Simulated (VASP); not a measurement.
# Ir (Fm-3m) in VASP: further runs, part 2 of 2

VASP 6.6.1.

### Step 3. Relaxation of cell and atoms, LDA, collinear spin, ferromagnetic start

This run uses another cell than the first one, of 14.15 Å³/atom, 1.022 times its volume.

File INCAR:

```
ALGO = Normal
EDIFF = 1E-7
EDIFFG = -0.01
ENCUT = 600
IBRION = 2
ISIF = 3
ISMEAR = -1
ISPIN = 2
LASPH = T
LCHARG = F
LMAXMIX = 4
LORBIT = 11
LREAL = F
LWAVE = F
MAGMOM = 1
NELM = 150
NSW = 80
PREC = Accurate
SIGMA = 0.05
```

File KPOINTS:

```
k-points
0
Gamma
  14 14 14
```

File POSCAR:

```
Ir
1.0
    0.0000000000      1.9197000000      1.9197000000
    1.9197000000      0.0000000000      1.9197000000
    1.9197000000      1.9197000000      0.0000000000
Ir
1
Direct
    0.0000000000      0.0000000000      0.0000000000
```

Potentials or basis: VASP PAW LDA potentials, release 64 (Ir).

Run with:

```sh
cat potpaw_LDA.64/Ir/POTCAR > POTCAR
mpirun -np 1 vasp_std > vasp.out
```

Wall time 82 s (1 thread of Intel Xeon 8259CL, shared host); peak memory 0.19 GiB.

The run converged. Its results:

```
Free energy                                           : -10.3204 eV
Relaxed volume                                        : 13.94 Å³/atom
Relaxed cell                                          : a = 2.701 Å, b = 2.701 Å, c = 2.701 Å, α = 60.00°, β = 60.00°, γ = 60.00°
Space group after relaxing (to 0.05 Å)                : Fm-3m (No. 225)
Energy gained by relaxing                             : 3.9 meV/atom
Ionic steps                                           : 4
Pressure after relaxing                               : 0.0 GPa
Net moment                                            : 0.00 μB per cell
Valence electrons inside the program's atomic spheres : Ir 8.47
```

The path:
| step | energy change (eV) | largest force (eV/Å) | pressure (GPa) | volume (Å³) |
| --- | --- | --- | --- | --- |
| 1 | 0.0000 | 0.0000 | -5.85 | 14.15 |
| 2 | 0.0648 | 0.0000 | 28.52 | 13.12 |
| 3 | -0.0039 | 0.0000 | -0.17 | 13.94 |
| 4 | -0.0039 | 0.0000 | -0.02 | 13.94 |

Final structure:
```yaml
crystal:
  lattice:
    - [0.00000, 1.91010, 1.91010]
    - [1.91010, 0.00000, 1.91010]
    - [1.91010, 1.91010, 0.00000]
  atoms:
    - { symbol: Ir, position: [0.00000, 0.00000, 0.00000] }
```

Levels at points of the mesh, in eV from the Fermi level:
Spin up:
| k point | band 2 | band 3 | band 4 | band 5 | band 6 | band 7 |
| --- | --- | --- | --- | --- | --- | --- |
| (0.00, 0.00, 0.00) | -3.90 | -3.90 | -3.90 | -1.11 | -1.11 | 14.42 |
| (0.50, 0.00, 0.00) | -3.99 | -3.99 | -0.65 | 1.03 | 1.03 | 7.53 |
| (0.50, 0.50, 0.00) | -7.42 | 1.02 | 1.62 | 1.62 | 1.85 | 10.83 |
Spin down:
| k point | band 1 | band 2 | band 3 | band 4 | band 5 | band 6 | band 7 | band 8 |
| --- | --- | --- | --- | --- | --- | --- | --- | --- |
| (0.00, 0.00, 0.00) | -11.16 | -3.90 | -3.90 | -3.90 | -1.11 | -1.11 | 14.42 | 20.05 |
| (0.50, 0.00, 0.00) | -8.17 | -3.99 | -3.99 | -0.65 | 1.03 | 1.03 | 7.53 | 13.97 |
| (0.50, 0.50, 0.00) | -7.98 | -7.42 | 1.02 | 1.62 | 1.62 | 1.85 | 10.83 | 11.88 |

Caveat: spin-orbit coupling is left out, which moves the levels of the heavy elements.

### Step 4. Single point, LDA, collinear spin, ferromagnetic start (volume scaled by 0.88)

File INCAR:

```
SYSTEM = Ir
ALGO     = Normal         ! electronic algorithm
EDIFF    = 1E-6           ! SCF threshold, eV
ENCUT    = 520            ! plane-wave cutoff, eV
GGA      = CA             ! functional
ISIF     = 2              ! what is computed and relaxed
ISMEAR   = -1             ! smearing method
ISPIN    = 2              ! spin polarisation
LASPH    = .True.         ! aspherical terms in the spheres
LCHARG   = .False.        ! write CHGCAR
LMAXMIX  = 4              ! l up to which the mixer works
LORBIT   = 11             ! projections on sites
LREAL    = .False.        ! projectors in reciprocal space
LWAVE    = .False.        ! write WAVECAR
MAGMOM   = 1              ! initial moments
NBANDS   = 14             ! bands
NELM     = 150            ! most SCF steps
PREC     = Accurate       ! precision mode
SIGMA    = 0.05           ! smearing width, eV
```

File KPOINTS:

```
k-points
0
Gamma
  23 23 23
  0 0 0
```

File POSCAR:

```
Ir
1.0
    0.0000000000      1.8263238742      1.8263238742
    1.8263238742      0.0000000000      1.8263238742
    1.8263238742      1.8263238742      0.0000000000
Ir
1
Direct
    0.0000000000      0.0000000000      0.0000000000
```

Potentials or basis: VASP PAW LDA potentials, release 64 (Ir).

Run with:

```sh
cat potpaw_LDA.64/Ir/POTCAR > POTCAR
mpirun -np 1 vasp_std > vasp.out
```

OUTCAR:

```text
SYSTEM = Ir
   EDIFF = 1E-6
   ENCUT = 520
   GGA = CA
   ISIF = 2
   ISMEAR = -1
   ISPIN = 2
   LASPH = .True.
   LORBIT = 11
   LREAL = .False.
   NELM = 150
   PREC = Accurate

 ion  position               nearest neighbor table
   1  0.000  0.000  0.000-

  LATTYP: Found a face centered cubic cell.
 ALAT       =     3.6526477484

  Lattice vectors:

[... 1018 lines left out ...]
     14      45.8529      0.00000

 [... further k-points ...]
[... 5 lines left out ...]
  --------------------------------------------------------------------------------------
  -------------------------------------------------------------------------------------
  Total        5.7461065      5.7461065      5.7461065     -0.0000000      0.0000000      0.0000000
  in kB      755.6503115    755.6503115    755.6503115     -0.0000000      0.0000000      0.0000000
  external PRESSURE =     755.6503115 kB  Pullay stress =       0.0000000 kB

 VOLUME and BASIS-vectors are now :
 -----------------------------------------------------------------------------
  energy-cutoff  :      520.00
  volume of cell :       12.18
      direct lattice vectors                 reciprocal lattice vectors
     0.000000000  1.826323874  1.826323874    -0.273774004  0.273774004  0.273774004
     1.826323874  0.000000000  1.826323874     0.273774004 -0.273774004  0.273774004
     1.826323874  1.826323874  0.000000000     0.273774004  0.273774004 -0.273774004

 POSITION                                       TOTAL-FORCE (eV/Angst)
 -----------------------------------------------------------------------------------
      0.00000      0.00000      0.00000         0.000000      0.000000      0.000000
 -----------------------------------------------------------------------------------
    total drift:                                0.000000      0.000000     -0.000000

  FREE ENERGIE OF THE ION-ELECTRON SYSTEM (eV)
  ---------------------------------------------------
  free  energy   TOTEN  =        -9.9709333317 eV

  energy  without entropy=       -9.9658124837  energy(sigma->0) =       -9.96837291

 total charge

# of ion       s       p       d       tot
------------------------------------------
    1        0.775   0.962   7.284   9.021

 magnetization (x)

# of ion       s       p       d       tot
------------------------------------------
    1       -0.000   0.000   0.000   0.000
```

OSZICAR:

```text
N       E                     dE             d eps       ncg     rms          rms(c)
DAV:   1     0.515862453835E+02    0.51586E+02   -0.44457E+03 20534   0.646E+02
DAV:   2    -0.925410915677E+01   -0.60840E+02   -0.57071E+02 23312   0.176E+02
DAV:   3    -0.103979898476E+02   -0.11439E+01   -0.11393E+01 27362   0.261E+01
DAV:   4    -0.104049589332E+02   -0.69691E-02   -0.69667E-02 24558   0.193E+00
DAV:   5    -0.104050368345E+02   -0.77901E-04   -0.77878E-04 27448   0.190E-01    0.239E+01
DAV:   6    -0.100924163983E+02    0.31262E+00   -0.41465E-01 28582   0.652E+00    0.110E+01
DAV:   7    -0.997437107188E+01    0.11805E+00   -0.20328E-01 32918   0.397E+00    0.430E+00
DAV:   8    -0.997428948143E+01    0.81590E-04   -0.41635E-03 25804   0.568E-01    0.110E+00
DAV:   9    -0.997165879983E+01    0.26307E-02   -0.81544E-04 28592   0.297E-01    0.418E-01
DAV:  10    -0.997091669308E+01    0.74211E-03   -0.62829E-04 24676   0.286E-01    0.791E-02
DAV:  11    -0.997093116682E+01   -0.14474E-04   -0.10001E-05 30234   0.257E-02    0.199E-02
DAV:  12    -0.997093321929E+01   -0.20525E-05   -0.11284E-06 19226   0.941E-03    0.118E-02
DAV:  13    -0.997093333174E+01   -0.11246E-06   -0.44814E-07 20582   0.594E-03
   1 F= -.99709333E+01 E0= -.99683729E+01  d E =-.512085E-02  mag=     0.0000
```

stdout:

```text
POSCAR found type information on POSCAR Ir
 POSCAR found :  1 types and       1 ions
 scaLAPACK will be used
 LDA part: xc-table for (Slater(with rela. corr.)+CA(PZ))
 , standard interpolation
 POSCAR, INCAR and KPOINTS ok, starting setup
 FFT: planning ... GRIDC
 FFT: planning ... GRID_SOFT
 FFT: planning ... GRID
 WAVECAR not read
 entering main loop
```

Run time: 2.4 min. Hardware: 1 thread of Intel Xeon 8259CL, shared host; peak memory 0.21 GiB.

Results:

```yaml
Free_energy: -9.9709 eV
Pressure: 75.6 GPa
Net_moment: 0.00 μB per cell
```

Caveat: the cell differs from its parent crystal (volume scaled by 0.88); spin-orbit coupling is left out, which moves the levels of the heavy elements.

### Step 5. Summary

```csv
task,cell,k mesh,cutoff (eV),gap on the mesh (eV),pressure (GPa),moment (μB)
single point,"a = 2.695 Å, angles 60.0°, 1 atom",14 × 14 × 14,520,none,2.7,0.00
relaxation of cell and atoms,"relaxed from a = 2.715 Å, angles 60.0°, 1 atom",14 × 14 × 14,600,none,0.0,0.00
single point,"a = 2.583 Å, angles 60.0°, 1 atom",23 × 23 × 23,520,none,75.6,0.00
```

Alike in all rows: level LDA; potentials or basis VASP PAW LDA potentials, release 64 (Ir); spin collinear, ferromagnetic start; smearing fermi-dirac 0.05 eV.

Caveats: spin-orbit coupling is left out, which moves the levels of the heavy elements.

Absolute energies hang on the potentials; compare differences alone.
